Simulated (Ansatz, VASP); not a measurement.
# One calculation of W, two programs

INCAR

```
SYSTEM = W
PREC     = Accurate       ! precision mode
ENCUT    = 520            ! plane-wave cutoff, eV
EDIFF    = 1E-6           ! SCF threshold, eV
ISMEAR   = 0              ! smearing method
SIGMA    = 0.15           ! smearing width, eV
LREAL    = .False.        ! projectors in reciprocal space
LASPH    = .True.         ! aspherical terms in the spheres
NELM     = 60             ! most SCF steps
ALGO     = Fast           ! electronic algorithm
ISIF     = 2              ! what is computed and relaxed
LWAVE    = .False.        ! write WAVECAR
LCHARG   = .False.        ! write CHGCAR
NBANDS   = 13             ! bands
```

KPOINTS

```
regular mesh
0
Gamma
  22 22 22
  0 0 0
```

POSCAR

```
W
1.0
    0.0000000000      2.0208769762      1.9194289520
    2.0208769762      0.0000000000      1.9194289520
    2.0208769762      2.0208769762      0.0000000000
W
1
Direct
    0.0000000000      0.0000000000      0.0000000000
```

Input for Ansatz:

```yaml
crystal:
  lattice:
    - [0.0, 2.0208769762, 1.919428952]
    - [2.0208769762, 0.0, 1.919428952]
    - [2.0208769762, 2.0208769762, 0.0]
  atoms:
    - { symbol: W, position: [0.0, 0.0, 0.0] }
basis:
  ecutwfc: 420
kpoints:
  mp_grid: { grid: [22, 22, 22] }
hamiltonian:
  xc: lda
  pseudopotentials: { kind: paw, azcp: { folder: soft_1 } }
scf:
  occupations: { method: gaussian, width: 0.15 }
output:
  forces: true
  stress: true
  eigenvalues: true
```

Alike in both runs: task single point; functional LDA; k mesh 22 × 22 × 22; occupations gaussian, width 0.15 eV; no spin polarisation.

|  | VASP | Ansatz |
| --- | --- | --- |
| version | VASP 6.6.1 | Ansatz 0.2.0 |
| potentials or method | VASP PAW LDA potentials, release 64 (W_sv), cutoff 520 eV | scalar-relativistic, plane waves, PAW |
| valence electrons in the cell | 14 | 14 |

VASP gave:

```
gap on the k mesh at the Fermi level (eV)                     : none
pressure (GPa)                                                : 1.7
traceless stress, the component that is largest in VASP (GPa) : -10.35
```

Problem. What did Ansatz give for the same quantities?

Solution. gap on the k mesh at the Fermi level (eV): none; pressure (GPa): -0.1; traceless stress, the component that is largest in VASP (GPa): -10.37.

Ansatz warns that its potentials were made for another functional, while VASP's fit it. LDA's correlation is that of Perdew and Zunger in VASP and of Perdew and Wang (1992) in Ansatz. A gap of «none» marks a metal or a gap that the smearing closes.

Neither program's run includes spin-orbit coupling.
